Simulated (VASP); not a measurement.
A run of VASP 6.6.1 is set up as follows.

File INCAR:

```
  PREC = Accurate
  ENCUT = 520
  EDIFF = 1E-7
  ISMEAR = 0
  SIGMA = 0.1
  LREAL = Auto
  LASPH = True
  NELM = 80
  ALGO = Normal
  ISIF = 2
  LWAVE = False
  LCHARG = False
  LDIPOL = True
  IDIPOL = 3
  DIPOL = 0.5 0.5 0.377
  GGA = PE
  IVDW = 12
  NBANDS = 78
```

Contents of KPOINTS:

```
regular mesh
0
Gamma
  6 6 1
```

File POSCAR:

```
Al36H
1.0
    5.6288445219      0.0000000000      0.0000000000
   -2.8144222609      4.8747223499      0.0000000000
    0.0000000000      0.0000000000     35.9073562080
Al H
36 1
Direct
    0.1666666667      0.3333333333      0.1113977865
    0.1666666667      0.8333333333      0.1113977865
    0.6666666667      0.3333333333      0.1113977865
    0.6666666667      0.8333333333      0.1113977865
    0.0000000000      0.0000000000      0.1757372983
    0.0000000000      0.5000000000      0.1757372983
    0.5000000000      0.0000000000      0.1757372983
    0.5000000000      0.5000000000      0.1757372983
    0.3333333333      0.1666666667      0.2400768102
    0.3333333333      0.6666666667      0.2400768102
    0.8333333333      0.1666666667      0.2400768102
    0.8333333333      0.6666666667      0.2400768102
    0.0000000000      0.0000000000      0.3044163221
    0.0000000000      0.5000000000      0.3044163221
    0.5000000000      0.0000000000      0.3044163221
    0.5000000000      0.5000000000      0.3044163221
    0.1666666667      0.3333333333      0.3682539347
    0.1666666667      0.8333333333      0.3682539347
    0.6666666667      0.3333333333      0.3682539347
    0.6666666667      0.8333333333      0.3682539347
    0.0000000000      0.0000000000      0.4320699059
    0.0000000000      0.5000000000      0.4320699059
    0.5000000000      0.0000000000      0.4320699059
    0.5000000000      0.5000000000      0.4320699059
    0.3333333333      0.1666666667      0.4967844642
    0.3333333333      0.6666666667      0.4967844642
    0.8333333333      0.1666666667      0.4967844642
    0.8333333333      0.6666666667      0.4967844642
    0.0000000000      0.0000000000      0.5611166564
    0.0000000000      0.5000000000      0.5611166564
    0.5000000000      0.0000000000      0.5611166564
    0.5000000000      0.5000000000      0.5611166564
    0.1666666667      0.3333333333      0.6268174153
    0.1666666667      0.8333333333      0.6268174153
    0.6666666667      0.3333333333      0.6268174153
    0.6666666667      0.8333333333      0.6268174153
    0.2500000000      0.5000000000      0.6964410318
```

Potentials or basis: VASP PAW PBE potentials, release 64 (Al, H).

Run with:

```console
$ cat potpaw_PBE.64/Al/POTCAR potpaw_PBE.64/H/POTCAR > POTCAR
$ mpirun -np 1 vasp_std > vasp.out
```

Task: Estimate the band gap on the k mesh.

Result: Zero (an odd number of electrons rules out a gap without spin polarisation).

Task: Estimate the dispersion energy per atom.

Result: -0.305 eV.

Task: Predict the largest force.

Result: 1.458 eV/Å.

Forces in eV/Å, atoms in the order of the input:
```
Al   0.000  0.020 -0.107
Al   0.012 -0.015 -0.103
Al   0.000  0.009 -0.100
Al  -0.012 -0.015 -0.103
Al   0.000  0.037  0.120
Al   0.052 -0.006  0.109
Al   0.000 -0.026  0.137
Al  -0.052 -0.006  0.109
Al  -0.012  0.018 -0.025
Al   0.000 -0.028 -0.030
Al   0.012  0.018 -0.025
Al   0.000 -0.014 -0.025
Al   0.000  0.007 -0.002
Al   0.033  0.010  0.030
Al   0.000 -0.025 -0.004
Al  -0.033  0.010  0.030
Al   0.000  0.025  0.032
Al   0.010 -0.019  0.002
Al   0.000  0.007 -0.025
Al  -0.010 -0.019  0.002
Al   0.000  0.018 -0.002
Al   0.039 -0.003  0.000
Al   0.000 -0.014  0.058
Al  -0.039 -0.003  0.000
Al   0.003  0.006 -0.010
Al   0.000 -0.009 -0.064
Al  -0.003  0.006 -0.010
Al   0.000  0.022  0.020
Al   0.000 -0.027 -0.030
Al   0.000 -0.003  0.033
Al   0.000  0.027 -0.038
Al   0.000 -0.003  0.033
Al   0.000  0.224  1.229
Al  -0.012  0.014  0.099
Al   0.000 -0.033  0.002
Al   0.012  0.014  0.099
H    0.000 -0.226 -1.440
```
